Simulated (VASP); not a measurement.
Input of a VASP 6.6.1 run:

The input INCAR:

```
SYSTEM = AlCu3
PREC = Accurate
ENCUT = 520
EDIFF = 1E-6
ISMEAR = 0
SIGMA = 0.15
LREAL = .FALSE.
LASPH = .TRUE.
NELM = 100
ALGO = Fast
ISIF = 2
LWAVE = .FALSE.
LCHARG = .FALSE.
GGA = CA
NBANDS = 26
```

The input KPOINTS:

```
Automatic mesh
0
G
  14 14 14
  0 0 0
```

POSCAR

```
AlCu3
1.0
    0.3419548981      2.9117562366      2.9117562366
    2.9117562366      0.3419548981      2.9117562366
    2.9117562366      2.9117562366      0.3419548981
Al Cu
1 3
Direct
    0.0000000000      0.0000000000      0.0000000000
    0.5000000000      0.5000000000      0.5000000000
    0.2500000000      0.2500000000      0.2500000000
    0.7500000000      0.7500000000      0.7500000000
```

Potentials or basis: VASP PAW LDA potentials, release 64 (Al, Cu).

The run is started by

```console
$ cat potpaw_LDA.64/Al/POTCAR potpaw_LDA.64/Cu/POTCAR > POTCAR
$ mpirun -np 1 vasp_std > vasp.out
```

Estimate the band gap on the k mesh.

zero (bands 18 and 19 overlap by 6.81 eV).

Estimate the largest force.

0.027 eV/Å.

Estimate the pressure.

36.8 GPa.

Stress tensor (GPa, compression positive):
```
 36.82 -14.63 -14.63
-14.63  36.82 -14.63
-14.63 -14.63  36.82
```

Caveat: the cell stands under pressure.
